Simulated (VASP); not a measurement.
# Cu8Ag7F24 (a cell with a defect) in VASP: notebook, part 2 of 2

VASP 6.6.1. Earlier steps stand in the parts before.

## 3. Single point, LDA

INCAR reads:

```
PREC = Accurate
ENCUT = 520
EDIFF = 1E-6
ISMEAR = -1
SIGMA = 0.05
LREAL = Auto
LASPH = T
NELM = 100
ALGO = Normal
ISIF = 2
LWAVE = F
LCHARG = T
LELF = T
LVHAR = T
NBANDS = 192
```

KPOINTS reads:

```
Automatic mesh
0
Gamma
  1 1 1
```

POSCAR reads:

```
Cu8Ag7F24
1.0
   -5.8754680000     -5.7739940000      0.0000000000
    5.6415010000     -5.7739940000      0.0000000000
    0.0369590000      0.0764190000      8.1999400000
Cu Ag F
8 7 24
Direct
    0.2829293458      0.2005327949     -0.0260733615
    0.2492128362      0.7247524845     -0.0121708208
    0.2509465678      0.2205059006      0.5098695844
    0.2677019106      0.6923938486      0.4879303995
    0.7656410765      0.7737114263      0.0001585377
    0.7693441558      0.2260067225      0.0281343522
    0.6753985084      0.7905692343      0.5272111747
    0.7684008283      0.2482963500      0.5208574697
   -0.0454447723      0.4858942908      0.8067741959
    0.9688850912      0.6120899630      0.2583189633
    0.5131233488      0.5456284820      0.7894204104
    0.4913604937      0.4799413021      0.1294277763
    0.4753150422      0.0111385903      0.2640751030
    0.0176866375      0.9337311920      0.6946026434
    1.0491919658      0.0630284827      0.2467213175
    0.7451410531      0.5492391468      1.0016292802
    0.2832934748      0.5103934803     -0.0596223875
    1.0062861613      0.7075798263     -0.0110976422
    0.0052946174      0.2354069065      1.0352026966
    0.7391758881      0.4800970306      0.5204794181
    0.2595944851      0.4559726805      0.4970036366
   -0.0740303807      0.7486395506      0.4866499023
    1.0199329794      0.2080951993      0.4792961900
    0.2164207314      0.2051255682      0.7564323641
    0.6148704634      0.8186769605      0.3296853392
    0.1985878868      0.7232830394      0.7547494250
    0.7280922608      0.2294498055      0.2635750993
    0.2635624167     -0.0461174052      0.9909340800
    0.8119497560      0.9915650969      0.0181098886
    0.5300102252      0.2363782754      0.0251587207
    0.5486424295      0.7940197697      0.9948243524
    0.2376797757      0.9620437447      0.4710400320
    0.7949707432      0.0267944580      0.5753456733
    0.4839035821      0.2182350822      0.5083085974
    0.4759933819      0.7433431708      0.6064190714
    0.7540692880      0.7667930320      0.7426151899
    0.2961491677      0.2065390927      0.2279406922
    0.7842616885      0.2594541276      0.7682495238
    0.2927671963      0.7323069723      0.2417212809
```

Potentials or basis: VASP PAW LDA potentials, release 64 (Cu, Ag, F).

Run with:

```console
cat potpaw_LDA.64/Cu/POTCAR potpaw_LDA.64/Ag/POTCAR potpaw_LDA.64/F/POTCAR > POTCAR
mpirun -np 1 vasp_gam > vasp.out
```

Run time: 5.7 min. Hardware: 1 thread of AMD EPYC 7R13 (Zen 3), shared host; peak memory 0.38 GiB.

The run converged. Its results:

| Quantity | Value |
| --- | --- |
| Free energy | -163.0638 eV |
| Pressure | -6.1 GPa |
| Largest force | 4.528 eV/Å |
| Band gap on the k mesh | zero (an odd number of electrons rules out a gap without spin polarisation) |

Forces in eV/Å, atoms in the order of the input:
```
Cu   0.537  0.439  0.753
Cu   0.793 -1.927  0.138
Cu  -0.883  0.120 -0.364
Cu   1.235 -0.339  0.076
Cu  -0.972 -0.890 -0.262
Cu   0.547 -0.453 -0.435
Cu  -2.825 -1.796  3.049
Cu   0.764  0.322  0.193
Ag  -0.204  0.051 -0.403
Ag   0.374 -0.217  0.332
Ag  -0.493 -0.200 -0.155
Ag   0.407 -0.595  0.869
Ag   1.107 -0.170 -0.474
Ag  -0.142 -0.118  0.022
Ag  -0.235  0.654 -0.073
F   -0.605  0.878  0.406
F   -1.024  1.648  0.434
F    0.883  0.365  0.708
F    0.334 -0.171 -0.351
F   -0.534  0.470 -0.120
F    0.527 -0.440  0.040
F    0.038  0.302 -0.817
F    0.345 -0.695  0.496
F   -0.263 -0.248 -0.056
F   -0.410  0.205 -1.664
F    0.032 -0.128 -0.980
F   -0.491 -0.468  0.422
F    0.636 -0.043  0.301
F   -0.083  0.354  0.131
F   -0.753  0.275 -0.880
F    0.643  1.006  0.324
F   -0.187  0.029  0.286
F    0.513  0.329 -0.805
F    0.149  0.181  0.171
F    0.429  0.707 -0.572
F   -0.055  0.287 -0.398
F    0.073 -0.258 -0.685
F    0.192 -0.340  0.531
F   -0.400  0.871 -0.185
```

Stress tensor (GPa, compression positive):
```
-5.57 -0.53 -0.10
-0.53 -5.66  0.28
-0.10  0.28 -6.93
```

Levels at points of the mesh, in eV from the Fermi level:
| k point | band 163 | band 164 | band 165 | band 166 | band 167 | band 168 | band 169 | band 170 |
| --- | --- | --- | --- | --- | --- | --- | --- | --- |
| (0.00, 0.00, 0.00) | -0.50 | -0.33 | -0.25 | -0.16 | 0.05 | 0.07 | 0.13 | 0.19 |

Caveat: the k points lie up to 0.78 Å⁻¹ apart, too coarse for converged energies and pressures of a metal; an odd number of electrons without spin polarisation forces a metal; a magnetic or distorted state may lie lower. With open d or f shells a metallic result of LDA can be an artefact of self-interaction; +U or a hybrid may open a gap.

## 4. Single point, LDA

INCAR reads:

```
ALGO = Normal ; EDIFF = 1E-6
ENCUT = 520 ; ISIF = 2
ISMEAR = -1 ; LASPH = T
LCHARG = T ; LELF = T
LREAL = Auto ; LVHAR = T
LWAVE = F ; NBANDS = 192
NELM = 80 ; PREC = Accurate
SIGMA = 0.05
```

KPOINTS reads:

```
k-points
0
Gamma
  1 1 1
```

POSCAR reads:

```
Cu8Ag7F24
1.0
   -5.8754680000     -5.7739940000      0.0000000000
    5.6415010000     -5.7739940000      0.0000000000
    0.0369590000      0.0764190000      8.1999400000
Cu Ag F
8 7 24
Direct
    0.2342758862      0.2505617211      0.0307441274
    0.2371148425      0.7233203485      0.0202440506
    0.2727907163      0.2727722831      0.5283697198
    0.2175776554      0.7700227194      0.5299550972
    0.7522458583      0.7259668239     -0.0066585853
    0.7688872734      0.2088161810     -0.0071463938
    0.7626390063      0.7465642154      0.5172842728
    0.7413524560      0.2422276997      0.5023085535
    0.0276101320      0.4274123857      0.7785666724
    0.9636078442      0.5941457784      0.2454896011
    0.4944110668      0.5907941593      0.6826635317
    0.5005250917      0.4252110452      0.2053795516
    0.4926933422      0.0578670936      0.2555994312
    0.0201001081      1.0172878947      0.7350541589
    1.0002426144     -0.0169573987      0.2261601914
    0.7552653480      0.4677480514      0.9993853614
    0.2549624698      0.4829474843     -0.0250245734
    0.9984670663      0.7249446071     -0.0409759096
   -0.0062407867      0.2373870873      1.0041658841
    0.7072220875      0.4751351181      0.5407478591
    0.2378312838      0.5397138809      0.5972482725
   -0.0211871144      0.7283830831      0.5043939346
    1.0553545941      0.2855759933      0.5499308532
    0.2474199537      0.2247306085      0.7654446252
    0.7458878866      0.7094283965      0.2353797711
    0.2703927876      0.8034390200      0.7733471221
    0.7481466484      0.2602673785      0.2600994641
    0.2237530496      0.0318632407      1.0524467252
    0.7774831154      0.9871229769     -0.0075244453
    0.5364199282      0.2223785263      0.0235245624
    0.5050862833      0.6750182513      1.0444588619
    0.1803024809      0.9867142835      0.4494667034
    0.7951046965     -0.0034665256      0.5105281258
    0.4655452135      0.1783799090      0.4752717703
    0.5366631228      0.8013179627      0.5089671388
    0.7180699346      0.7264345948      0.7715422308
    0.2733331875      0.2962353310      0.3151730379
    0.7644723663      0.1980330870      0.7367370981
    0.2244817600      0.7138337910      0.2581604256
```

Run with:

```console
cat potpaw_LDA.64/Cu/POTCAR potpaw_LDA.64/Ag/POTCAR potpaw_LDA.64/F/POTCAR > POTCAR
mpirun -np 1 vasp_gam > vasp.out
```

It took 3.4 min on 1 thread of AMD EPYC 7R13 (Zen 3), shared host; peak memory 0.38 GiB.

Results (log left out):

| Item | Value |
| --- | --- |
| Free energy | -163.2307 eV |
| Pressure | -6.9 GPa |
| Largest force | 2.925 eV/Å |
| Band gap on the k mesh | zero (an odd number of electrons rules out a gap without spin polarisation) |

Forces in eV/Å, atoms in the order of the input:
```
Cu   0.358 -1.607 -1.059
Cu  -0.319 -1.059 -0.897
Cu  -0.456  1.365  1.863
Cu  -0.377 -0.298 -0.186
Cu   0.092  0.996  0.718
Cu   2.664 -1.207  0.049
Cu   1.995  0.990 -0.111
Cu  -0.989  0.282  0.693
Ag   0.701 -0.128  0.268
Ag  -1.944 -0.580 -0.094
Ag   0.194  0.402  0.645
Ag   0.532 -0.759 -0.129
Ag  -0.508  0.505 -0.844
Ag  -0.015 -0.090 -0.146
Ag  -0.087  0.053  0.231
F   -0.606  0.077 -0.205
F   -0.236  0.855  0.649
F    0.018 -0.203  0.445
F   -0.158  0.002  0.167
F   -0.312 -0.187 -0.599
F    0.045 -0.614 -0.418
F   -0.596 -0.297  0.518
F    0.904  0.696 -0.580
F   -0.308 -0.357 -0.400
F    1.509 -0.099 -0.195
F    0.224  0.704  0.359
F   -0.399  0.154  0.941
F   -1.119  0.917  0.510
F   -1.272  1.104  0.483
F   -0.387  0.493 -0.470
F    0.715 -0.160 -0.336
F   -0.410  0.291  0.311
F    0.289 -0.350 -0.653
F   -0.445 -1.277  1.810
F   -0.375 -0.117 -0.491
F   -0.305 -0.303 -0.297
F    0.987  0.054 -2.216
F    0.272 -0.604 -0.298
F    0.121  0.355 -0.036
```

Stress tensor (GPa, compression positive):
```
-5.47  0.91  0.47
 0.91 -7.22 -1.18
 0.47 -1.18 -8.12
```

Levels at points of the mesh, in eV from the Fermi level:
```tsv
k point	band 162	band 163	band 164	band 165	band 166	band 167	band 168	band 169	band 170	band 171
(0.00, 0.00, 0.00)	-0.44	-0.40	-0.33	-0.31	-0.18	0.02	0.10	0.21	0.24	0.29
```

Caveat: the k points lie up to 0.78 Å⁻¹ apart, too coarse for converged energies and pressures of a metal; an odd number of electrons without spin polarisation forces a metal; a magnetic or distorted state may lie lower. With open d or f shells a metallic result of LDA can be an artefact of self-interaction; +U or a hybrid may open a gap.

## 5. Overview

```csv
cell,gap on the mesh (eV),pressure (GPa),largest force (eV/Å)
"as given, atomic positions A",none,-6.7,3.14
"as given, atomic positions B",none,-6.1,4.53
"as given, atomic positions C",none,-6.9,2.92
```

Alike in all rows: task single point; level LDA; potentials or basis VASP PAW LDA potentials, release 64 (Cu, Ag, F); no spin polarisation; k mesh 1 × 1 × 1; cutoff (eV) 520; smearing fermi-dirac 0.05 eV.

Caveats: all runs use coarse meshes; an odd number of electrons without spin polarisation forces a metal; a magnetic or distorted state may lie lower.

Total energies depend on the potentials used, so only differences within one code and one set of settings carry meaning.
